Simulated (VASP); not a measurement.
Here is a VASP 6.6.1 calculation.

Contents of INCAR:

```
PREC = Accurate ; ENCUT = 600
EDIFF = 1E-7 ; ISMEAR = 0
SIGMA = 0.1 ; LREAL = False
LASPH = True ; NELM = 100
ALGO = Normal ; ISIF = 3
LWAVE = False ; LCHARG = False
GGA = PE ; IBRION = 2
NSW = 100 ; EDIFFG = -0.005
```

KPOINTS

```
Automatic mesh
0
Gamma
  12 12 6
```

File POSCAR:

```
HgTe
1.0
    4.5459890000      0.0000000000      0.0000000000
   -2.2729950000      3.9369420000      0.0000000000
    0.0000000000      0.0000000000      7.4235700000
Hg Te
2 2
Direct
    0.0000000000      0.0000000000      0.0000000000
    0.3333333300      0.6666666700      0.5000000000
    0.0000000000      0.0000000000      0.3750000000
    0.3333333300      0.6666666700      0.8750000000
```

Potentials or basis: VASP PAW PBE potentials, release 64 (Hg, Te).

The run is started by

```bash
$ cat potpaw_PBE.64/Hg/POTCAR potpaw_PBE.64/Te/POTCAR > POTCAR
$ mpirun -np 1 vasp_std > vasp.out
```

Problem. Estimate the relaxed volume.

Solution. 36.89 Å³/atom.

Problem. What does it give for the relaxed cell?

Solution. a = 4.701 Å, b = 4.701 Å, c = 7.711 Å, α = 90.00°, β = 90.00°, γ = 120.00°.

Problem. Estimate the band gap on the k mesh.

Solution. Zero (filled and empty bands touch).

Final structure:
```
Hg Te
1.0
     4.70089    0.00000    0.00000
    -2.35044    4.07109    0.00000
     0.00000    0.00000    7.71094
Hg Te
2 2
Direct
  0.00000 0.00000 0.99994
  0.33333 0.66667 0.49994
  0.00000 0.00000 0.37506
  0.33333 0.66667 0.87506
```

Caveat: spin-orbit coupling is left out, which moves the levels of the heavy elements.
